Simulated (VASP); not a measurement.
# Pb (Fm-3m) in VASP: notebook, part 2 of 2

VASP 6.6.1. The steps go on from the part before.

## Step 3: Single point, PBEsol

This run uses another cell than the first one, of 29.94 Å³/atom, 1.032 times its volume.

INCAR reads:

```
PREC = Accurate
ENCUT = 520
EDIFF = 1E-6
ISMEAR = -1
SIGMA = 0.05
LREAL = F
LASPH = T
NELM = 80
ALGO = Normal
ISIF = 2
LWAVE = F
LCHARG = T
GGA = PS
LELF = T
LVHAR = T
NBANDS = 13
```

KPOINTS reads:

```
regular mesh
0
Gamma
  9 9 9
```

POSCAR reads:

```
Pb
1.0
    0.0000000000      2.4644809859      2.4644809859
    2.4644809859      0.0000000000      2.4644809859
    2.4644809859      2.4644809859      0.0000000000
Pb
1
Direct
    0.0000000000      0.0000000000      0.0000000000
```

Potentials or basis: VASP PAW PBE potentials, release 64 (Pb_d).

On the command line:

```bash
$ cat potpaw_PBE.64/Pb_d/POTCAR > POTCAR
$ mpirun -np 1 vasp_std > vasp.out
```

OUTCAR:

```text
PREC = Accurate
   ENCUT = 520
   EDIFF = 1E-6
   ISMEAR = -1
   LREAL = F
   LASPH = T
   NELM = 80
   ISIF = 2
   GGA = PS

 ion  position               nearest neighbor table
   1  0.000  0.000  0.000-

  LATTYP: Found a face centered cubic cell.
 ALAT       =     4.9289619718

  Lattice vectors:

 A1 = (   0.0000000000,   2.4644809859,   2.4644809859)
 A2 = (   2.4644809859,   0.0000000000,   2.4644809859)
 A3 = (   2.4644809859,   2.4644809859,   0.0000000000)

Analysis of symmetry for initial positions (statically):
[... 552 lines left out ...]
      5      -9.4417      2.00000
      6       0.0759      2.00000
      7       4.4874      2.00000
      8       9.3974      0.00000
      9       9.3974      0.00000
     10      12.7424      0.00000
     11      13.9759      0.00000
     12      25.5959      0.00000
     13      27.3704      0.00000

 [... further k-points ...]
[... 5 lines left out ...]
  --------------------------------------------------------------------------------------
  -------------------------------------------------------------------------------------
  Total       -0.0171623     -0.0171623     -0.0171623     -0.0000000      0.0000000     -0.0000000
  in kB       -0.9185018     -0.9185018     -0.9185018     -0.0000000      0.0000000     -0.0000000
  external PRESSURE =      -0.9185018 kB  Pullay stress =       0.0000000 kB

 VOLUME and BASIS-vectors are now :
 -----------------------------------------------------------------------------
  energy-cutoff  :      520.00
  volume of cell :       29.94
      direct lattice vectors                 reciprocal lattice vectors
     0.000000000  2.464480986  2.464480986    -0.202882474  0.202882474  0.202882474
     2.464480986  0.000000000  2.464480986     0.202882474 -0.202882474  0.202882474
     2.464480986  2.464480986  0.000000000     0.202882474  0.202882474 -0.202882474

 POSITION                                       TOTAL-FORCE (eV/Angst)
 -----------------------------------------------------------------------------------
      0.00000      0.00000      0.00000         0.000000      0.000000     -0.000000
 -----------------------------------------------------------------------------------
    total drift:                               -0.000000     -0.000000     -0.000000

  FREE ENERGIE OF THE ION-ELECTRON SYSTEM (eV)
  ---------------------------------------------------
  free  energy   TOTEN  =        -4.0180034258 eV

  energy  without entropy=       -4.0149515643  energy(sigma->0) =       -4.01647750
```

stdout:

```text
POSCAR found type information on POSCAR Pb
 POSCAR found :  1 types and       1 ions
 scaLAPACK will be used
 -----------------------------------------------------------------------------
|                                                                             |
|                                                                             |
|     You enforced a specific xc type in the INCAR file but a different       |
|     I HOPE YOU KNOW WHAT YOU ARE DOING!                                     |
|                                                                             |
 -----------------------------------------------------------------------------

 LDA part: xc-table for (Slater+PW92), standard interpolation
 POSCAR, INCAR and KPOINTS ok, starting setup
 FFT: planning ... GRIDC
 FFT: planning ... GRID_SOFT
 FFT: planning ... GRID
 WAVECAR not read
 entering main loop
```

It took 18 s on 1 thread of Intel Xeon Platinum 8375C at 2.90GHz (Ice Lake), shared host; peak memory 0.16 GiB.

Results:

| Item | Value |
| --- | --- |
| Free energy | -4.0180 eV |
| Pressure | -0.1 GPa |
| Band gap on the k mesh | zero (band 7 reaches 14.76 eV, above the bottom of band 8 at 5.66 eV) |

Caveat: the PAW data sets were made with another functional, which shifts forces and pressure a little; spin-orbit coupling is left out, which moves the levels of the heavy elements.

## Step 4: Single point, PBEsol

This run uses another cell than the first one, of 28.85 Å³/atom, 0.995 times its volume.

INCAR reads:

```
SYSTEM = Pb
  ALGO = Fast
  EDIFF = 1E-6
  ENCUT = 520
  GGA = PS
  ISIF = 2
  ISMEAR = -1
  LASPH = .TRUE.
  LCHARG = .TRUE.
  LELF = .TRUE.
  LREAL = .FALSE.
  LVHAR = .TRUE.
  LWAVE = .FALSE.
  NBANDS = 13
  NELM = 80
  PREC = Accurate
  SIGMA = 0.05
```

KPOINTS reads:

```
k-points
0
G
  9 9 9
  0 0 0
```

POSCAR reads:

```
Pb
1.0
    0.0000000000      2.4344025023      2.4344025023
    2.4344025023      0.0000000000      2.4344025023
    2.4344025023      2.4344025023      0.0000000000
Pb
1
Direct
    0.0000000000      0.0000000000      0.0000000000
```

On the command line:

```bash
$ cat potpaw_PBE.64/Pb_d/POTCAR > POTCAR
$ mpirun -np 1 vasp_std > vasp.out
```

Run time: 25 s. Hardware: 1 thread of Intel Xeon Platinum 8375C at 2.90GHz (Ice Lake), shared host; peak memory 0.15 GiB.

It converged, with:

| Item | Value |
| --- | --- |
| Free energy | -4.0114 eV |
| Pressure | 2.0 GPa |
| Band gap on the k mesh | zero (band 7 reaches 15.48 eV, above the bottom of band 8 at 6.01 eV) |

Levels at points of the mesh, in eV from the Fermi level:
```
           k point  band 4  band 5  band 6  band 7  band 8  band 9  band 10  band 11
(0.00, 0.00, 0.00)  -16.68  -16.68  -11.94    7.99    7.99    7.99     9.97    12.13
```

Caveat: the PAW data sets were made with another functional, which shifts forces and pressure a little; spin-orbit coupling is left out, which moves the levels of the heavy elements.

## Step 5: Single point, PBE

This run uses another cell than the first one, of 30.32 Å³/atom, 1.045 times its volume.

INCAR reads:

```
ALGO = Fast
EDIFF = 1E-6
ENCUT = 520
GGA = PE
ISIF = 2
ISMEAR = 0
LASPH = True
LCHARG = True
LELF = True
LREAL = False
LVHAR = True
LWAVE = False
NBANDS = 13
NELM = 80
PREC = Accurate
SIGMA = 0.018000000000000002
```

KPOINTS reads:

```
k-points
0
Gamma
  9 9 9
```

POSCAR reads:

```
Pb
1.0
    0.0000000000      2.4750200000      2.4750200000
    2.4750200000      0.0000000000      2.4750200000
    2.4750200000      2.4750200000      0.0000000000
Pb
1
Direct
    0.0000000000      0.0000000000      0.0000000000
```

On the command line:

```bash
$ cat potpaw_PBE.64/Pb_d/POTCAR > POTCAR
$ mpirun -np 1 vasp_std > vasp.out
```

Wall time 23 s (1 thread of Intel Xeon Platinum 8375C at 2.90GHz (Ice Lake), shared host); peak memory 0.15 GiB.

The run converged. Its results:

* Free energy: -3.5682 eV
* Pressure: 2.2 GPa
* Band gap on the k mesh: zero (band 7 reaches 14.70 eV, above the bottom of band 8 at 5.74 eV)

Levels at points of the mesh, in eV from the Fermi level:
```
           k point  band 3  band 4  band 5  band 6  band 7  band 8  band 9  band 10  band 11  band 12
(0.00, 0.00, 0.00)  -16.94  -16.80  -16.80  -11.62    7.55    7.55    7.55     9.90    11.47    12.62
```

Caveat: spin-orbit coupling is left out, which moves the levels of the heavy elements.

## Step 6: Single point, PBE

This run uses another cell than the first one, of 30.32 Å³/atom, 1.045 times its volume.

INCAR reads:

```
ALGO = Normal
EDIFF = 1E-6
ENCUT = 520
GGA = PE
ISIF = 2
ISMEAR = 0
LASPH = True
LCHARG = False
LREAL = False
LWAVE = False
NBANDS = 13
NELM = 60
PREC = Accurate
SIGMA = 0.025
```

KPOINTS is that of step 5.

POSCAR is that of step 5.

Potentials or basis: VASP PAW PBE potentials, release 64 (Pb_d).

On the command line:

```bash
$ cat potpaw_PBE.64/Pb_d/POTCAR > POTCAR
$ mpirun -np 1 vasp_std > vasp.out
```

Wall time 16 s (1 thread of Intel Xeon Platinum 8375C at 2.90GHz (Ice Lake), shared host); peak memory 0.16 GiB.

It converged, with:

| Quantity | Value |
| --- | --- |
| Free energy | -3.5683 eV |
| Pressure | 2.2 GPa |
| Band gap on the k mesh | zero (band 7 reaches 14.70 eV, above the bottom of band 8 at 5.74 eV) |

Levels at points of the mesh, in eV from the Fermi level:
```tsv
k point	band 5	band 6	band 7	band 8	band 9	band 10
(0.00, 0.00, 0.00)	-16.80	-11.62	7.55	7.55	7.55	9.90
```

Caveat: spin-orbit coupling is left out, which moves the levels of the heavy elements.

## Step 7: The runs side by side

```csv
level,potentials or basis,cell,smearing,gap on the mesh (eV),pressure (GPa)
LDA,"VASP PAW LDA potentials, release 64 (Pb_d)","a = 3.449 Å, angles 60.0°, 1 atom",fermi-dirac 0.05 eV,none,0.0
PBEsol,"VASP PAW PBE potentials, release 64 (Pb_d)","a = 3.485 Å, angles 60.0°, 1 atom",fermi-dirac 0.05 eV,none,-0.1
PBEsol,"VASP PAW PBE potentials, release 64 (Pb_d)","a = 3.443 Å, angles 60.0°, 1 atom",fermi-dirac 0.05 eV,none,2.0
PBE,"VASP PAW PBE potentials, release 64 (Pb_d)","a = 3.500 Å, angles 60.0°, 1 atom",gaussian 0.018 eV,none,2.2
PBE,"VASP PAW PBE potentials, release 64 (Pb_d)","a = 3.500 Å, angles 60.0°, 1 atom",gaussian 0.025 eV,none,2.2
```

Alike in all rows: task single point; no spin polarisation; k mesh 9 × 9 × 9; cutoff (eV) 520.

Caveats: spin-orbit coupling is left out, which moves the levels of the heavy elements; the PAW data sets were made with another functional, which shifts forces and pressure a little (some runs).

Total energies depend on the potentials used, so only differences within one code and one set of settings carry meaning.
